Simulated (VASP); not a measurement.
Input of a VASP 6.6.1 run:

INCAR

```
PREC = Accurate ; ENCUT = 520
EDIFF = 1E-7 ; ISMEAR = -1
SIGMA = 0.1 ; LREAL = False
LASPH = True ; NELM = 80
ALGO = Normal ; ISIF = 2
LWAVE = False ; LCHARG = False
GGA = PE ; NBANDS = 13
```

The input KPOINTS:

```
Automatic mesh
0
Gamma
  6 6 6
  0.5 0 0.5
```

File POSCAR:

```
O
1.0
    0.0010720000      2.4879860000      2.3781350000
    2.3968160000     -0.0104270000      2.3896340000
    2.3991090000      2.5017780000     -0.0127200000
O
2
Direct
    0.2569700000      0.2255670000      0.3241900000
    0.6893820000      0.7550700000      0.7699600000
```

Potentials or basis: VASP PAW PBE potentials, release 64 (O).

Run with:

```console
$ cat potpaw_PBE.64/O/POTCAR > POTCAR
$ mpirun -np 1 vasp_std > vasp.out
```

Predict the largest force.

1.192 eV/Å.

Estimate the band gap on the k mesh.

zero (band 6 reaches -2.29 eV, above the bottom of band 7 at -3.74 eV).

Predict the pressure.

-23.1 GPa.

Forces in eV/Å, atoms in the order of the input:
```
O    0.193  1.134  0.312
O   -0.193 -1.134 -0.312
```

Caveat: the k points lie up to 0.37 Å⁻¹ apart.
